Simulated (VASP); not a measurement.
A run of VASP 6.6.1 is set up as follows.

The input INCAR:

```
PREC = Accurate
ENCUT = 520
EDIFF = 1E-6
ISMEAR = 0
SIGMA = 0.05
LREAL = False
LASPH = True
NELM = 60
ALGO = Normal
ISIF = 2
LWAVE = False
LCHARG = False
GGA = PE
NBANDS = 26
```

Contents of KPOINTS:

```
regular mesh
0
Gamma
  12 12 4
```

File POSCAR:

```
C
1.0
    2.5180642186      0.0000000000      0.0000000000
   -1.2590321093      2.1807075817      0.0000000000
    0.0000000000      0.0000000000      8.3046919353
C
8
Direct
   -0.0329596543     -0.0106387487      0.0929732494
    0.0329596543      0.0106387487      0.5929732494
    0.0329596543      0.0106387487      0.4070267506
   -0.0329596543     -0.0106387487      0.9070267506
    0.3063436676      0.6579549166      0.1555299995
    0.6936563324      0.3420450834      0.6555299995
    0.3603229991      0.6753784168      0.3444700005
    0.6396770009      0.3246215832      0.8444700005
```

Potentials or basis: VASP PAW PBE potentials, release 64 (C).

The run is started by

```sh
$ cat potpaw_PBE.64/C/POTCAR > POTCAR
$ mpirun -np 1 vasp_std > vasp.out
```

**Question.** Estimate the pressure.

**Answer.** 0.7 GPa.

**Question.** Estimate the largest force.

**Answer.** 0.510 eV/Å.

**Question.** Estimate the band gap on the k mesh.

**Answer.** 4.52 eV (least direct gap 5.31 eV).

Forces in eV/Å, atoms in the order of the input:
```
C    0.481  0.170 -0.001
C   -0.481 -0.170 -0.001
C   -0.461 -0.144  0.000
C    0.461  0.144  0.000
C    0.364  0.108  0.015
C   -0.364 -0.108  0.015
C   -0.390 -0.143 -0.015
C    0.390  0.143 -0.015
```

Caveat: the cell differs from its parent crystal (atoms displaced along several vibrational modes). A k mesh can miss the band edges.
